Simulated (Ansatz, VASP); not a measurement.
# Two plane-wave programs on Al

Contents of INCAR:

```
SYSTEM = Al
ALGO = Fast
EDIFF = 1E-6
ENCUT = 520
GGA = CA
ISIF = 2
ISMEAR = 0
LASPH = .TRUE.
LCHARG = .FALSE.
LREAL = .FALSE.
LWAVE = .FALSE.
NBANDS = 8
NELM = 100
PREC = Accurate
SIGMA = 0.15
```

Contents of KPOINTS:

```
k-points
0
G
  22 22 22
  0 0 0
```

The input POSCAR:

```
Al
1.0
   -1.4685716335      1.4685716335      1.9802219906
    1.4685716335     -1.4685716335      1.9802219906
    1.4685716335      1.4685716335     -1.9802219906
Al
1
Direct
    0.0000000000      0.0000000000      0.0000000000
```

Input for Ansatz:

```yaml
crystal:
  lattice:
    - [-1.4685716335, 1.4685716335, 1.9802219906]
    - [1.4685716335, -1.4685716335, 1.9802219906]
    - [1.4685716335, 1.4685716335, -1.9802219906]
  atoms:
    - { symbol: Al, position: [0.0, 0.0, 0.0] }
basis:
  ecutwfc: 420
kpoints:
  mp_grid: { grid: [22, 22, 22] }
hamiltonian:
  xc: lda
scf:
  occupations: { method: gaussian, width: 0.15 }
output:
  forces: true
  stress: true
  eigenvalues: true
```

Alike in both runs: task single point; functional LDA; k mesh 22 × 22 × 22; occupations gaussian, width 0.15 eV; no spin polarisation.

|  | VASP | Ansatz |
| --- | --- | --- |
| version | VASP 6.6.1 | Ansatz 0.2.0 |
| potentials or method | VASP PAW LDA potentials, release 64 (Al), cutoff 520 eV | scalar-relativistic, plane waves, PAW |
| valence electrons in the cell | 3 | 3 |

```tsv
	VASP	Ansatz	Ansatz less VASP
gap on the k mesh at the Fermi level (eV)	none	none	-
pressure (GPa)	-5.3	-5.3	-0.03
traceless stress, the component that is largest in VASP (GPa)	1.39	1.38	-0.012
```

LDA's correlation is that of Perdew and Zunger in VASP and of Perdew and Wang (1992) in Ansatz. A gap of «none» marks a metal or a gap that the smearing closes.
